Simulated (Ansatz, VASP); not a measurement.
# TiAl3 in VASP and in Ansatz

```
Ti Al
1.0
    -1.82000    1.82000    4.24176
     1.82000   -1.82000    4.24176
     1.82000    1.82000   -4.24176
Ti Al
1 3
Cartesian
  0.0000 0.0000 0.0000
  0.0000 0.0000 4.2418
  0.0000 1.8200 2.1209
  1.8200 0.0000 2.1209
```

Change from the starting cell: normal strain along x -0.0367, normal strain along y -0.0367.

Alike in both runs: task single point; functional LDA; k mesh 14 × 14 × 14; occupations gaussian, width 0.15 eV; no spin polarisation.

```csv
,VASP,Ansatz
version,VASP 6.6.1,Ansatz 0.2.0
potentials or method,"VASP PAW LDA potentials, release 64 (Ti_sv, Al), cutoff 520 eV","scalar-relativistic, plane waves, PAW"
valence electrons in the cell,21,21
```

```csv
,VASP,Ansatz,Ansatz less VASP
gap on the k mesh at the Fermi level (eV),none,none,-
pressure (GPa),10.7,10.5,-0.22
"traceless stress, the component that is largest in VASP (GPa)",-6.42,-6.41,+0.015
```

Ansatz warns that its potentials were made for another functional, while VASP's fit it. LDA's correlation is that of Perdew and Zunger in VASP and of Perdew and Wang (1992) in Ansatz. A gap of «none» marks a metal or a gap that the smearing closes.
